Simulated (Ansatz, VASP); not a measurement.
**Two plane-wave programs on Sc2AlP3**

```
CELL_PARAMETERS angstrom
3.83241 0.00000 0.00000
0.00000 3.83241 0.00000
0.00000 0.00000 8.88360
ATOMIC_POSITIONS crystal
Sc 0.00000 0.50000 0.68977
Sc 0.50000 0.00000 0.31023
Al 0.00000 0.00000 0.00000
P 0.50000 0.50000 0.88066
P 0.50000 0.50000 0.11934
P 0.50000 0.50000 0.50000
```

Alike in both runs: functional PBE; k mesh 10 × 10 × 4; occupations gaussian, width 0.1 eV; no spin polarisation.

Ansatz relaxed the structure, and its values are those at the end. VASP's run is a single point on that final structure, the one shown.

```csv
,VASP,Ansatz
version,VASP 6.6.1,Ansatz 0.2.0
potentials or method,"VASP PAW PBE potentials, release 64 (Sc_sv, Al, P), cutoff 520 eV","scalar-relativistic, plane waves, PAW"
valence electrons in the cell,40,40
```

```csv
,VASP,Ansatz,Ansatz less VASP
gap on the k mesh at the Fermi level (eV),none,none,-
pressure (GPa),0.0,0.0,-0.03
rms of the force components (eV/Å),0.025,0.001,-0.0238
```

A gap of «none» marks a metal or a gap that the smearing closes.
